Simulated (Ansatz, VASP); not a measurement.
## Two plane-wave programs on WSe2

```
Se W
1.0
     3.28549    0.00000    0.00000
    -1.64275    2.84532    0.00000
     0.00000    0.00000   24.23865
Se W
4 2
Direct
  0.33333 0.66667 0.18565
  0.33333 0.66667 0.32466
  0.22222 0.77778 0.47360
  0.22222 0.77778 0.61260
  0.66667 0.33333 0.25516
  0.55556 0.44444 0.54310
```

Alike in both runs: task single point; functional PBE; dispersion D3(BJ); k mesh 9 × 9 × 1; occupations gaussian, width 0.05 eV; no spin polarisation.

|  | VASP | Ansatz |
| --- | --- | --- |
| version | VASP 6.6.1 | Ansatz 0.2.0 |
| potentials or method | VASP PAW PBE potentials, release 64 (Se, W_sv), cutoff 520 eV | scalar-relativistic, plane waves, PAW |
| valence electrons in the cell | 52 | 92 |

```tsv
	VASP	Ansatz	Ansatz less VASP
gap on the k mesh at the Fermi level (eV)	1.53	1.53	-0.001
least direct gap on the mesh (eV)	1.65	1.65	+0.003
rms of the force components (eV/Å)	0.025	0.013	-0.0114
```

VASP's potentials hold 52 valence electrons a cell and Ansatz's 92, so a difference there can come from the potentials and not from the codes.

Neither program's run includes spin-orbit coupling.
